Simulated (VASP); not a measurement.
The system is BaTe.

```xyz
2
Lattice="4.0877 0.0000 0.0000 -2.0439 3.5401 0.0000 0.0000 0.0000 4.7201" Properties=species:S:1:pos:R:3 pbc="T T T"
Ba    0.0000    2.3601    0.0000
Te    2.0439    1.1800    2.3600
```

| Item | Value |
| --- | --- |
| Program | VASP 6.6.1 |
| Task | relaxation of cell and atoms |
| Functional | PBE |
| Potentials or basis | VASP PAW PBE potentials, release 64 (Ba_sv, Te) |
| Cutoff | 500 eV |
| k mesh | 6 × 6 × 4 |
| Occupations | gaussian, width 0.1 eV |
| Spin | no spin polarisation |

At the start: pressure 9.4 GPa; volume 34.15 Å³/atom.

Problem. Where does the relaxation end?

Solution. Over 6 steps the energy falls by 442.3 meV/atom and the volume is 44.62 Å³/atom (+30.6 %); space group P-6m2 (No. 187, to 0.05 Å).

Step by step:
```csv
step,energy change (eV),largest force (eV/Å),pressure (GPa),volume (Å³)
1,0.0000,0.0000,9.44,68.30
2,-0.7283,0.0000,-0.90,89.89
3,-0.7328,0.0000,-1.73,93.68
4,-0.8783,0.0000,-0.75,91.99
5,-0.8788,0.0000,-0.69,91.89
6,-0.8846,0.0000,0.03,89.23
```

Final structure:
```yaml
crystal:
  lattice:
    - [4.81969, 0.00000, 0.00000]
    - [-2.40985, 4.17398, 0.00000]
    - [0.00000, 0.00000, 4.43573]
  atoms:
    - { symbol: Ba, position: [0.33333, 0.66667, 0.00000] }
    - { symbol: Te, position: [0.66667, 0.33333, 0.50000] }
```

Caveat: the volume moved by over 15 % at a fixed basis, so the end points are rough.
